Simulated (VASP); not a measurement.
Set up this calculation in VASP 6.6.1, as the native input.

| Item | Value |
| --- | --- |
| Task | single point |
| Functional | BLYP |
| Potentials or basis | VASP PAW PBE potentials, release 64 (Sn_d) |
| Cutoff | 520 eV |
| k mesh | 18 × 18 × 18 |
| Occupations | fermi-dirac, width 0.1 eV |
| Spin | no spin polarisation |
| Dipole correction | no |
| Further INCAR settings | ALGO = Normal; EDIFF = 1e-06; NBANDS = 13 |

The structure of Sn lies in POSCAR:

```
Sn
1.0
   -1.9698513872      1.9698513872      1.9698513872
    1.9698513872     -1.9698513872      1.9698513872
    1.9698513872      1.9698513872     -1.9698513872
Sn
1
Direct
    0.0000000000      0.0000000000      0.0000000000
```

This isn't the form of Sn at room conditions, which is tetragonal (white tin).

The input as run:

INCAR

```
PREC     = Accurate       # precision mode
ENCUT    = 520            # plane-wave cutoff, eV
EDIFF    = 1E-6           # SCF threshold, eV
ISMEAR   = -1             # smearing method
SIGMA    = 0.1            # smearing width, eV
LREAL    = False          # projectors in reciprocal space
LASPH    = True           # aspherical terms in the spheres
NELM     = 80             # most SCF steps
ALGO     = Normal         # electronic algorithm
ISIF     = 2              # what is computed and relaxed
LWAVE    = False          # write WAVECAR
LCHARG   = True           # write CHGCAR
GGA      = B5             # functional
ALDAX    = 1.0          
AGGAX    = 1.0          
AGGAC    = 1.0          
ALDAC    = 0.0          
LELF     = True           # ELF
LVHAR    = True         
NBANDS   = 13             # bands
```

KPOINTS

```
Automatic mesh
0
Gamma
  18 18 18
```

Potentials or basis: VASP PAW PBE potentials, release 64 (Sn_d).

Run with:

```bash
$ cat potpaw_PBE.64/Sn_d/POTCAR > POTCAR
$ mpirun -np 1 vasp_std > vasp.out
```

Results of the run:

- Pressure: 0.0 GPa
- Band gap on the k mesh: zero (bands 7 and 8 overlap by 8.69 eV)

Caveat: the PAW data sets were made with another functional, which shifts forces and pressure a little; spin-orbit coupling is left out, which moves the levels of the heavy elements.

Wall time 72 s on 1 thread of Intel(R) Xeon(R) Platinum 8259CL CPU @ 2.50GHz (Skylake/Cascade Lake), on a shared host, peak memory 0.2 GiB.
